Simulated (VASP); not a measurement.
# Si2Mo (fluorite type) (Fm-3m) in VASP: further runs, part 3 of 3

VASP 6.6.1.

**4. Relaxation of cell and atoms, PBE, target pressure 0.041 GPa, at which the enthalpy is minimised**

This run uses another cell than the first one, of 13.58 Å³/atom.

INCAR reads:

```
ALGO = Normal
EDIFF = 1E-6
EDIFFG = -0.005
ENCUT = 600
GGA = PE
IBRION = 2
ISIF = 3
ISMEAR = -1
LASPH = True
LCHARG = False
LREAL = False
LWAVE = False
NELM = 60
NSW = 60
PREC = Accurate
PSTRESS = 0.41000000000000003
SIGMA = 0.1
```

KPOINTS reads:

```
k-points
0
Gamma
  9 9 9
```

POSCAR reads:

```
Si2Mo
1.0
    0.0000000000      2.7308931772      2.7308931772
    2.7308931772      0.0000000000      2.7308931772
    2.7308931772      2.7308931772      0.0000000000
Mo Si
1 2
Direct
    0.0000000000      0.0000000000      0.0000000000
    0.2500000000      0.2500000000      0.2500000000
    0.7500000000      0.7500000000      0.7500000000
```

Command:

```sh
cat potpaw_PBE.64/Mo_sv/POTCAR potpaw_PBE.64/Si/POTCAR > POTCAR
mpirun -np 1 vasp_std > vasp.out
```

Wall time 8 min (1 thread of Intel Xeon 8259CL, shared host); peak memory 0.2 GiB.

It converged, with:

```
Free energy                                                : -20.7877 eV
Relaxed volume                                             : 16.78 Å³/atom
Relaxed cell                                               : a = 4.145 Å, b = 4.145 Å, c = 4.145 Å, α = 60.00°, β = 60.00°, γ = 60.00°
Space group after relaxing (to 0.1 Å)                      : Fm-3m (No. 225)
Energy change on relaxing (the run minimises the enthalpy) : -349.8 meV/atom
Ionic steps                                                : 19
Pressure after relaxing                                    : 0.1 GPa
Band gap on the k mesh                                     : zero (bands 11 and 12 overlap by 1.22 eV)
```

The path:
```
step  energy change (eV)  largest force (eV/Å)  pressure (GPa)  volume (Å³)
   1              0.0000                0.0000           42.23        40.73
   2              0.1434                0.0000          -19.70        65.65
   3             -1.0477                0.0000           -1.10        50.81
   4             -1.0492                0.0000           -0.23        50.46
   5             -1.0492                0.0000            0.29        50.25
   6             -1.0492                0.0000            0.28        50.25
   7             -1.0492                0.0000            0.29        50.26
   8             -1.0492                0.0000            0.28        50.26
   9             -1.0492                0.0000            0.28        50.26
  10             -1.0492                0.0000            0.28        50.26
  11             -1.0492                0.0000            0.28        50.26
  12             -1.0492                0.0000            0.27        50.26
  13             -1.0492                0.0000            0.27        50.26
  14             -1.0492                0.0000            0.26        50.26
  15             -1.0492                0.0000            0.27        50.26
  16             -1.0492                0.0000            0.25        50.27
  17             -1.0492                0.0000            0.23        50.28
  18             -1.0492                0.0000            0.16        50.30
  19             -1.0493                0.0000            0.05        50.34
```

Final structure:
```xyz
3
Lattice="0.0000 2.9307 2.9307 2.9307 0.0000 2.9307 2.9307 2.9307 0.0000" Properties=species:S:1:pos:R:3 pbc="T T T"
Mo    0.0000    0.0000    0.0000
Si    1.4654    1.4654    1.4654
Si    4.3961    4.3961    4.3961
```

Levels at points of the mesh, in eV from the Fermi level:
```tsv
k point	band 9	band 10	band 11	band 12	band 13	band 14
(0.00, 0.00, 0.00)	-2.27	-1.02	-1.02	3.84	3.84	3.84
```

Caveat: the cell is relaxed towards a set pressure, so the run minimises the enthalpy, not the energy; the volume moved by over 15 % at a fixed basis, so the end points are rough.

**5. Relaxation of cell and atoms, PBE, target pressure 0.041 GPa, at which the enthalpy is minimised**

INCAR reads:

```
PREC = Accurate
ENCUT = 600
EDIFF = 1E-6
ISMEAR = -1
SIGMA = 0.1
LREAL = False
LASPH = True
NELM = 80
ALGO = Normal
ISIF = 3
LWAVE = False
LCHARG = False
GGA = PE
IBRION = 2
NSW = 32
EDIFFG = -0.005
PSTRESS = 0.41000000000000003
```

KPOINTS reads:

```
regular mesh
0
Gamma
  9 9 9
```

POSCAR reads:

```
Si2Mo
1.0
    0.0000000000      2.9300369484      2.9300369484
    2.9300369484      0.0000000000      2.9300369484
    2.9300369484      2.9300369484      0.0000000000
Mo Si
1 2
Direct
    0.0000000000      0.0000000000      0.0000000000
    0.2500000000      0.2500000000      0.2500000000
    0.7500000000      0.7500000000      0.7500000000
```

Potentials or basis: VASP PAW PBE potentials, release 64 (Mo_sv, Si).

Command:

```sh
cat potpaw_PBE.64/Mo_sv/POTCAR potpaw_PBE.64/Si/POTCAR > POTCAR
mpirun -np 1 vasp_std > vasp.out
```

OUTCAR:

```text
PREC = Accurate
   ENCUT = 600
   EDIFF = 1E-6
   ISMEAR = -1
   LREAL = False
   LASPH = True
   NELM = 80
   ISIF = 3
   GGA = PE
   IBRION = 2
   NSW = 32
   EDIFFG = -0.005
   PSTRESS = 0.41000000000000003

 ion  position               nearest neighbor table
   1  0.000  0.000  0.000-   2 2.54   3 2.54   3 2.54   3 2.54   3 2.54   2 2.54   2 2.54   2 2.54

   2  0.250  0.250  0.250-   1 2.54   1 2.54   1 2.54   1 2.54   3 2.93   3 2.93   3 2.93   3 2.93
                             3 2.93   3 2.93
   3  0.750  0.750  0.750-   1 2.54   1 2.54   1 2.54   1 2.54   2 2.93   2 2.93   2 2.93   2 2.93
                             2 2.93   2 2.93

  LATTYP: Found a face centered cubic cell.
 ALAT       =     5.8600738968

  Lattice vectors:

 A1 = (   0.0000000000,   2.9300369484,   2.9300369484)
 A2 = (   2.9300369484,   0.0000000000,   2.9300369484)
[... 270 lines left out ...]
 cond. band min:       8.9739310763   @ k =  -0.2222   0.3333   0.1111
 fundamental gap:      0.0631192372
 Fermi energy:         8.9574416960

 k-point     1 :       0.0000    0.0000    0.0000
  band No.  band energies     occupation
      1     -51.3348      2.00000
      2     -25.5365      2.00000
      3     -25.5365      2.00000
      4     -25.5365      2.00000
      5      -2.5389      2.00000
      6       4.6026      2.00000
      7       4.6026      2.00000
      8       4.6026      2.00000
      9       6.6902      2.00000
     10       7.9408      1.99992
     11       7.9408      1.99992
     12      12.7992      0.00000
     13      12.7992      0.00000
     14      12.7992      0.00000
[... 401 lines left out ...]
      2     -25.5733      2.00000
      3     -25.5502      2.00000
      4     -25.5502      2.00000
      5       0.5250      2.00000
      6       1.7228      2.00000
      7       3.1573      2.00000
      8       6.0313      2.00000
      9       6.0313      2.00000
     10       8.0069      1.99985
     11       8.0069      1.99985
     12       8.4185      1.99091
     13       9.1188      0.33232
     14      13.1577      0.00000
     15      14.6452      0.00000

 [... further k-points ...]
[... 5 lines left out ...]
  --------------------------------------------------------------------------------------
  -------------------------------------------------------------------------------------
  Total        0.0122524      0.0122524      0.0122524     -0.0000000      0.0000000     -0.0000000
  in kB        0.3899811      0.3899811      0.3899811     -0.0000000      0.0000000     -0.0000000
  external PRESSURE =      -0.0200189 kB  Pullay stress =       0.4100000 kB
[... 22 lines left out ...]
  energy  without entropy=      -20.7021442518  energy(sigma->0) =      -20.74656929

  enthalpy is  TOTEN    =       -20.7781129686 eV   P V=        0.0128813694

 reached required accuracy - stopping structural energy minimisation
```

Wall time 2.9 min (1 thread of Intel Xeon 8259CL, shared host); peak memory 0.23 GiB.

What came out:

```yaml
Free_energy: -20.7910 eV
Relaxed_volume: 16.78 Å³/atom
Relaxed_cell: a = 4.144 Å, b = 4.144 Å, c = 4.144 Å, α = 60.00°, β = 60.00°, γ = 60.00°
Space_group_after_relaxing_to_0.1_Å: Fm-3m (No. 225)
Energy_change_on_relaxing_the_run_minimises_the_enthalpy: -0.0 meV/atom
Ionic_steps: 3
Pressure_after_relaxing: 0.0 GPa
Band_gap_on_the_k_mesh: zero (bands 11 and 12 overlap by 1.23 eV)
```

Final structure:
```yaml
crystal:
  lattice:
    - [0.00000, 2.93058, 2.93058]
    - [2.93058, 0.00000, 2.93058]
    - [2.93058, 2.93058, 0.00000]
  atoms:
    - { symbol: Mo, position: [0.00000, 0.00000, 0.00000] }
    - { symbol: Si, position: [0.25000, 0.25000, 0.25000] }
    - { symbol: Si, position: [0.75000, 0.75000, 0.75000] }
```

Caveat: the cell is relaxed towards a set pressure, so the run minimises the enthalpy, not the energy.

**6. The runs side by side**

```tsv
task	cell	cutoff (eV)	gap on the mesh (eV)	pressure (GPa)
single point	a = 4.144 Å, angles 60.0°, 3 atoms	520	none	0.1
relaxation of cell and atoms	relaxed to 0.041 GPa from a = 3.862 Å, angles 60.0°, 3 atoms	600	none	0.1
relaxation of cell and atoms	relaxed to 0.041 GPa from a = 4.144 Å, angles 60.0°, 3 atoms	600	none	0.0
```

Alike in all rows: level PBE; potentials or basis VASP PAW PBE potentials, release 64 (Mo_sv, Si); no spin polarisation; k mesh 9 × 9 × 9; smearing fermi-dirac 0.1 eV.

Caveats: the cell is relaxed towards a set pressure, so the run minimises the enthalpy, not the energy (at least some runs); the volume moved by over 15 % at a fixed basis, so the end points are rough (at least some runs).

Absolute energies hang on the potentials; compare differences alone.

The gap in the log of VASP goes by the Fermi energy; the results here count the filled bands.